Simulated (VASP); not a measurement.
Wanted: the native input for a VASP 6.6.1 run.

- Task: single point
- Functional: r2SCAN
- Potentials or basis: VASP PAW PBE potentials, release 64 (Hf_pv, O)
- Cutoff: 520 eV
- k mesh: 8 × 8 × 8
- Occupations: gaussian, width 0.05 eV
- Spin: no spin polarisation
- Dipole correction: no
- Further INCAR settings: ALGO = Normal; EDIFF = 1e-06; NBANDS = 18

Crystal: HfO2.

```
CELL_PARAMETERS angstrom
0.00000 2.52916 2.52916
2.66194 0.00000 2.52916
2.66194 2.52916 0.00000
ATOMIC_POSITIONS crystal
Hf 0.00000 0.00000 0.00000
O 0.25000 0.25000 0.25000
O 0.75000 0.75000 0.75000
```

This cell differs from its parent crystal: strain +0.0525 x Voigt [1, 0, 0, 0, 0, 0].

The input as run:

POSCAR

```
HfO2
1.0
    0.0000000000      2.5291609861      2.5291609861
    2.6619419379      0.0000000000      2.5291609861
    2.6619419379      2.5291609861      0.0000000000
Hf O
1 2
Direct
    0.0000000000      0.0000000000      0.0000000000
    0.2500000000      0.2500000000      0.2500000000
    0.7500000000      0.7500000000      0.7500000000
```

INCAR.step1

```
SYSTEM = HfO2
PREC     = Accurate       ! precision mode
ENCUT    = 520            ! plane-wave cutoff, eV
ISMEAR   = 0              ! smearing method
SIGMA    = 0.05           ! smearing width, eV
LREAL    = .False.        ! projectors in reciprocal space
LASPH    = .True.         ! aspherical terms in the spheres
NELM     = 100            ! most SCF steps
NBANDS   = 18             ! bands
GGA      = PE             ! functional
ALGO     = Normal         ! electronic algorithm
EDIFF    = 1E-4           ! SCF threshold, eV
LWAVE    = .True.         ! write WAVECAR
LCHARG   = .False.        ! write CHGCAR
```

INCAR.step2

```
SYSTEM = HfO2
PREC     = Accurate       ! precision mode
ENCUT    = 520            ! plane-wave cutoff, eV
EDIFF    = 1E-6           ! SCF threshold, eV
ISMEAR   = 0              ! smearing method
SIGMA    = 0.05           ! smearing width, eV
LREAL    = .False.        ! projectors in reciprocal space
LASPH    = .True.         ! aspherical terms in the spheres
NELM     = 100            ! most SCF steps
ALGO     = Normal         ! electronic algorithm
ISIF     = 2              ! what is computed and relaxed
LWAVE    = .False.        ! write WAVECAR
LCHARG   = .False.        ! write CHGCAR
METAGGA  = R2SCAN         ! meta-GGA
LMIXTAU  = .True.       
NBANDS   = 18             ! bands
ISTART   = 1
```

KPOINTS

```
Automatic mesh
0
Gamma
  8 8 8
  0 0 0
```

Potentials or basis: VASP PAW PBE potentials, release 64 (Hf_pv, O).

Run with:

```sh
$ cat potpaw_PBE.64/Hf_pv/POTCAR potpaw_PBE.64/O/POTCAR > POTCAR
$ cp INCAR.step1 INCAR
$ mpirun -np 1 vasp_std > vasp.out
$ cp INCAR.step2 INCAR
$ mpirun -np 1 vasp_std > vasp.out
```

Results of the run:

```
Pressure               : -15.8 GPa
Band gap on the k mesh : 3.69 eV (least direct gap 3.84 eV)
```

Caveat: the cell differs from its parent crystal (strain +0.0525 x Voigt [1, 0, 0, 0, 0, 0]); the cell stands under tension; the PAW data sets were made with another functional, which shifts forces and pressure a little; spin-orbit coupling is left out, which moves the levels of the heavy elements.

Run time: 95 s on 1 thread of Intel(R) Xeon(R) 6975P-C (Granite Rapids), with other jobs on the host, peak memory 0.18 GiB.
